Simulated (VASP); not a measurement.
# GdSn: single point with PBE+U

Crystal: GdSn.

```
Gd Sn
1.0
     3.77298    0.00000    0.00000
     0.00000    3.77298    0.00000
     0.00000    0.00000    3.77298
Gd Sn
1 1
Cartesian
  0.0000 0.0000 0.0000
  1.8865 1.8865 1.8865
```

```
Program             : VASP 6.6.1
Task                : single point
Functional          : PBE
Potentials or basis : VASP PAW PBE potentials, release 64 (Gd, Sn_d)
Cutoff              : 520 eV
k mesh              : 8 × 8 × 8
Occupations         : gaussian, width 0.05 eV
Spin                : collinear spin, ferromagnetic start
Starting moments    : [8.03, -0.01] μB
Hubbard terms       : Gd f U = 6.0 eV
```

```
Pressure                                              : 2.7 GPa
Net moment                                            : 7.50 μB per cell
Site moments                                          : Gd +7.03; Sn -0.02 μB
Valence electrons inside the program's atomic spheres : Gd 15.19; Sn 12.36
```

Levels at points of the mesh, in eV from the Fermi level:
Spin up:
```
           k point  band 18  band 19  band 20  band 21  band 22  band 23
(0.00, 0.00, 0.00)    -1.07    -1.07     1.72     1.72     1.72     3.18
(0.50, 0.00, 0.00)    -4.93    -0.47    -0.28    -0.28     3.33     4.34
(0.50, 0.50, 0.00)    -2.25    -2.25    -1.14     1.60     1.60     3.52
(0.50, 0.50, 0.50)    -3.48    -3.48    -3.48     3.44     3.44     3.44
```
Spin down:
| k point | band 8 | band 9 | band 10 | band 11 | band 12 | band 13 | band 14 | band 15 | band 16 | band 17 |
| --- | --- | --- | --- | --- | --- | --- | --- | --- | --- | --- |
| (0.00, 0.00, 0.00) | -20.55 | -20.55 | -9.27 | -0.17 | -0.17 | 1.52 | 1.52 | 1.52 | 2.96 | 2.96 |
| (0.50, 0.00, 0.00) | -20.41 | -20.41 | -7.24 | -4.52 | 0.19 | 0.19 | 0.60 | 2.65 | 2.91 | 2.98 |
| (0.50, 0.50, 0.00) | -20.83 | -20.48 | -7.04 | -2.01 | -2.01 | -0.25 | 2.28 | 2.47 | 2.47 | 2.92 |
| (0.50, 0.50, 0.50) | -20.54 | -20.54 | -5.17 | -3.21 | -3.21 | -3.21 | 2.92 | 2.92 | 2.92 | 3.13 |

Eigenvalues of the final occupation matrices:
| site | spin | trace | eigenvalues |
| --- | --- | --- | --- |
| site 1 f | 1 | 6.93 | 0.99 0.99 0.99 0.99 0.99 0.99 0.99 |
| site 1 f | 2 | 0.02 | 0.00 0.00 0.00 0.00 0.00 0.00 0.01 |

Wall time 2.5 min on 1 thread of Oxide Virtual Turin-like Processor (shared host), peak memory 0.21 GiB.

Caveat: spin-orbit coupling is left out, which moves the levels of the heavy elements. The state reached can hang on the start; a lower one may exist.
